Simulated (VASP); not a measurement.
Wanted: the native input for a VASP 6.6.1 run.

| Property | Result |
| --- | --- |
| Task | single point |
| Functional | LDA |
| Potentials or basis | VASP PAW LDA potentials, release 64 (Mg, O) |
| Cutoff | 520 eV |
| k mesh | 10 × 10 × 10 |
| Occupations | gaussian, width 0.05 eV |
| Spin | no spin polarisation |
| Dipole correction | no |
| Further INCAR settings | ALGO = Normal; EDIFF = 1e-06; NBANDS = 11 |

The structure of MgO lies in POSCAR:

```
MgO
1.0
    0.0000000000      2.1351500000      2.1351500000
    2.1351500000      0.0000000000      2.1351500000
    2.1351500000      2.1351500000      0.0000000000
Mg O
1 1
Direct
    0.0000000000      0.0000000000      0.0000000000
    0.4882912208      0.4882912208      0.5117087792
```

This cell differs from its parent crystal: all O atoms moved -0.050 Å, as atom 2 along Cartesian [0 0 1].

One way to write it, as run:

INCAR

```
PREC = Accurate ; ENCUT = 520
EDIFF = 1E-6 ; ISMEAR = 0
SIGMA = 0.05 ; LREAL = False
LASPH = True ; NELM = 100
ALGO = Normal ; ISIF = 2
LWAVE = False ; LCHARG = True
LELF = True ; LVHAR = True
NBANDS = 11
```

KPOINTS

```
Automatic mesh
0
Gamma
  10 10 10
```

Potentials or basis: VASP PAW LDA potentials, release 64 (Mg, O).

Run with:

```bash
$ cat potpaw_LDA.64/Mg/POTCAR potpaw_LDA.64/O/POTCAR > POTCAR
$ mpirun -np 1 vasp_std > vasp.out
```

Results of the run:

The pressure is -13.0 GPa and the largest force is 0.207 eV/Å. The band gap on the k mesh is 4.27 eV, direct.

Caveat: the cell differs from its parent crystal (all O atoms moved -0.050 Å, as atom 2 along Cartesian [0 0 1]).

It took 26 s on 1 thread of AMD EPYC 7R43 64-Core Processor (Zen 3), with other jobs on the host, peak memory 0.1 GiB.
